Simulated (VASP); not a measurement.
A run of VASP 6.6.1:

File INCAR:

```
SYSTEM = GaN
ALGO     = Normal         ! electronic algorithm
EDIFF    = 1E-6           ! SCF threshold, eV
ENCUT    = 600            ! plane-wave cutoff, eV
GGA      = PS             ! functional
GGA_COMPAT= .False.      
ISIF     = 2              ! what is computed and relaxed
ISMEAR   = 0              ! smearing method
LASPH    = .True.         ! aspherical terms in the spheres
LCHARG   = .False.        ! write CHGCAR
LREAL    = .False.        ! projectors in reciprocal space
LWAVE    = .False.        ! write WAVECAR
NBANDS   = 26             ! bands
NELM     = 120            ! most SCF steps
PREC     = Accurate       ! precision mode
SIGMA    = 0.01           ! smearing width, eV
```

File KPOINTS:

```
k-points
0
Gamma
  6 6 4
  0 0 0
```

POSCAR

```
GaN
1.0
    3.1984085579      0.0000000000      0.0000000000
   -1.5992042790      2.7699030628      0.0000000000
    0.0000000000      0.0000000000      5.2112086912
Ga N
2 2
Direct
    0.3333333333      0.6666666667     -0.0008315640
    0.6666666667      0.3333333333      0.4991684360
    0.3333333333      0.6666666667      0.3758315640
    0.6666666667      0.3333333333      0.8758315640
```

Potentials or basis: VASP PAW PBE potentials, release 64 (Ga_d, N).

Command:

```bash
$ cat potpaw_PBE.64/Ga_d/POTCAR potpaw_PBE.64/N/POTCAR > POTCAR
$ mpirun -np 1 vasp_std > vasp.out
```

Hardware: 1 thread of Intel Xeon 8259CL (shared host).

Estimate the wall time of this run.

It took 100 s on 1 thread of Intel Xeon 8259CL, with other jobs on the host, peak memory 0.18 GiB. Counts: scf iterations 19, k points 21.
